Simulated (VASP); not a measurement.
A run of VASP 6.6.1 is set up as follows.

INCAR

```
  ALGO = Normal
  EDIFF = 1E-6
  ENCUT = 520
  ISIF = 2
  ISMEAR = 0
  LASPH = True
  LCHARG = False
  LREAL = False
  LWAVE = False
  NBANDS = 15
  NELM = 100
  PREC = Accurate
  SIGMA = 0.05
```

File KPOINTS:

```
k-points
0
Gamma
  6 6 6
```

POSCAR

```
KI
1.0
    4.2911970000      0.0321839775      0.0000000000
    0.0321839775      4.2911970000      0.0000000000
    0.0000000000      0.0000000000      4.2911970000
K I
1 1
Direct
    0.0000000000      0.0000000000      0.0000000000
    0.5000000000      0.5000000000      0.5000000000
```

Potentials or basis: VASP PAW LDA potentials, release 64 (K_sv, I).

The run is started by

```console
$ cat potpaw_LDA.64/K_sv/POTCAR potpaw_LDA.64/I/POTCAR > POTCAR
$ mpirun -np 1 vasp_std > vasp.out
```

Q: Estimate the band gap on the k mesh.

A: 3.00 eV, indirect (least direct gap 3.35 eV).

Q: Estimate the pressure.

A: -1.7 GPa.

Caveat: spin-orbit coupling is left out, which moves the levels of the heavy elements. A k mesh can miss the band edges.
